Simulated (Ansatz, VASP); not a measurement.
# LiF: VASP beside Ansatz

POSCAR

```
LiF
1.0
    0.0000000000      2.0140000000      1.9334400000
    2.0140000000      0.0000000000      1.9334400000
    2.0140000000      2.0140000000      0.0000000000
Li F
1 1
Direct
    0.0000000000      0.0000000000      0.0000000000
    0.5000000000      0.5000000000      0.5000000000
```

The input INCAR.step1:

```
SYSTEM = LiF
PREC = Accurate
ENCUT = 520
ISMEAR = 0
SIGMA = 0.05
LREAL = .FALSE.
LASPH = .TRUE.
NELM = 100
NBANDS = 12
GGA = PE
ALGO = Normal
EDIFF = 1E-4
LWAVE = .TRUE.
LCHARG = .FALSE.
```

The input INCAR.step2:

```
SYSTEM = LiF
PREC = Accurate
ENCUT = 520
EDIFF = 1E-6
ISMEAR = 0
SIGMA = 0.05
LREAL = .FALSE.
LASPH = .TRUE.
NELM = 100
ALGO = Normal
ISIF = 2
LWAVE = .FALSE.
LCHARG = .FALSE.
METAGGA = R2SCAN
LMIXTAU = .TRUE.
NBANDS = 12
ISTART = 1
```

The input KPOINTS:

```
Automatic mesh
0
G
  10 10 10
  0 0 0
```

Input for Ansatz:

```yaml
crystal:
  lattice:
    - [0.0, 2.014, 1.93344]
    - [2.014, 0.0, 1.93344]
    - [2.014, 2.014, 0.0]
  atoms:
    - { symbol: Li, position: [0.0, 0.0, 0.0] }
    - { symbol: F, position: [0.5, 0.5, 0.5] }
basis:
  ecutwfc: 500
kpoints:
  mp_grid: { grid: [10, 10, 10] }
hamiltonian:
  xc: r2scan
scf:
  occupations: { method: gaussian, width: 0.05 }
output:
  forces: true
  stress: true
  eigenvalues: true
```

Change from the starting cell: strain +0.000 along x and y, -0.040 along z, atoms carried along.

Alike in both runs: task single point; functional r2SCAN; k mesh 10 × 10 × 10; occupations gaussian, width 0.05 eV; no spin polarisation.

|  | VASP | Ansatz |
| --- | --- | --- |
| version | VASP 6.6.1 | Ansatz 0.2.0 |
| potentials or method | VASP PAW PBE potentials, release 64 (Li_sv, F), cutoff 520 eV | scalar-relativistic, plane waves, PAW |
| valence electrons in the cell | 10 | 10 |

VASP gave:

```
gap on the k mesh at the Fermi level (eV) : 10.63
least direct gap on the mesh (eV)         : 10.63
```

Question: What did Ansatz give for the same quantities?

Answer: gap on the k mesh at the Fermi level (eV): 10.41; least direct gap on the mesh (eV): 10.41.

VASP's potentials were made for PBE, not for r2SCAN.

Noted on VASP's run: the cutoff is short for stress, so the pressure is rough.
